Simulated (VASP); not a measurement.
Set up this calculation in VASP 6.6.1, as the native input.

- Task: single point
- Functional: LDA
- Potentials or basis: VASP PAW LDA potentials, release 64 (Sn_d, Te)
- Cutoff: 520 eV
- k mesh: 10 × 10 × 10
- Occupations: gaussian, width 0.03 eV
- Spin: no spin polarisation
- Dipole correction: no
- Further INCAR settings: ALGO = Normal; EDIFF = 1e-06; NBANDS = 17

The structure of SnTe lies in POSCAR:

```
SnTe
1.0
    0.0000000000      3.0457404333      3.2641954759
    3.0457404333      0.0000000000      3.2641954759
    3.0457404333      3.0457404333      0.0000000000
Sn Te
1 1
Direct
    0.0181654424     -0.0181654424     -0.0181654424
    0.4831001593      0.5168998407      0.5168998407
```

This cell differs from its parent crystal: atoms displaced along a vibrational mode, the cell strained.

One way to write it, as run:

INCAR

```
SYSTEM = SnTe
ALGO = Normal ; EDIFF = 1E-6
ENCUT = 520 ; ISIF = 2
ISMEAR = 0 ; LASPH = .True.
LCHARG = .True. ; LELF = .True.
LREAL = .False. ; LVHAR = .True.
LWAVE = .False. ; NBANDS = 17
NELM = 100 ; PREC = Accurate
SIGMA = 0.03
```

KPOINTS

```
k-points
0
Gamma
  10 10 10
  0 0 0
```

Potentials or basis: VASP PAW LDA potentials, release 64 (Sn_d, Te).

Run with:

```sh
$ cat potpaw_LDA.64/Sn_d/POTCAR potpaw_LDA.64/Te/POTCAR > POTCAR
$ mpirun -np 1 vasp_std > vasp.out
```

It gave:

```
Pressure               : 1.5 GPa
Largest force          : 0.441 eV/Å
Band gap on the k mesh : 0.17 eV (least direct gap 0.53 eV)
```

Caveat: the cell differs from its parent crystal (atoms displaced along a vibrational mode, the cell strained); spin-orbit coupling is left out, which moves the levels of the heavy elements.

Run time: 110 s on 1 thread of AMD EPYC 7R13 Processor (Zen 3) (shared host), peak memory 0.27 GiB.
